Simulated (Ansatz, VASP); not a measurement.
## Si2Ni in VASP and in Ansatz

INCAR

```
SYSTEM = Si2Ni
  ALGO = Normal
  EDIFF = 1E-7
  ENCUT = 520
  ISIF = 2
  ISMEAR = -1
  LASPH = .TRUE.
  LCHARG = .TRUE.
  LELF = .TRUE.
  LREAL = .FALSE.
  LVHAR = .TRUE.
  LWAVE = .FALSE.
  NBANDS = 16
  NELM = 80
  PREC = Accurate
  SIGMA = 0.05
```

The input KPOINTS:

```
k-points
0
G
  11 11 11
  0 0 0
```

The input POSCAR:

```
Si2Ni
1.0
    0.0000000000      2.3976768353      2.3976768353
    2.3976768353      0.0000000000      2.3976768353
    2.3976768353      2.3976768353      0.0000000000
Ni Si
1 2
Direct
    0.0000000000      0.0000000000      0.0000000000
    0.2500000000      0.2500000000      0.2500000000
    0.7500000000      0.7500000000      0.7500000000
```

Input for Ansatz:

```yaml
crystal:
  lattice:
    - [0.0, 2.3976768353, 2.3976768353]
    - [2.3976768353, 0.0, 2.3976768353]
    - [2.3976768353, 2.3976768353, 0.0]
  atoms:
    - { symbol: Ni, position: [0.0, 0.0, 0.0] }
    - { symbol: Si, position: [0.25, 0.25, 0.25] }
    - { symbol: Si, position: [0.75, 0.75, 0.75] }
kpoints:
  mp_grid: { grid: [11, 11, 11] }
scf:
  occupations: { method: fermi_dirac, width: 0.05 }
hamiltonian:
  xc: lda
  pseudopotentials: { kind: all_electron, datasets: crystal }
output:
  forces: true
  stress: true
  eigenvalues: true
```

Change from the starting cell: volume scaled by 0.72, crystal datasets.

Alike in both runs: task single point; functional LDA; k mesh 11 × 11 × 11; occupations fermi-dirac, width 0.05 eV; no spin polarisation.

```csv
,VASP,Ansatz
version,VASP 6.6.1,Ansatz 0.2.0
potentials or method,"VASP PAW LDA potentials, release 64 (Ni, Si), cutoff 520 eV","all-electron PAW with datasets made for the crystal, scalar-relativistic"
```

```csv
,VASP,Ansatz,Ansatz less VASP
pressure (GPa),117.3,116.4,-0.86
```

LDA's correlation is that of Perdew and Zunger in VASP and of Perdew and Wang (1992) in Ansatz. Both programs put the cell under a high pressure, so it lies far from rest at this level. Ansatz ran all-electron here, and VASP with PAW potentials.

Noted on VASP's run: the cell as given lies far from equilibrium.
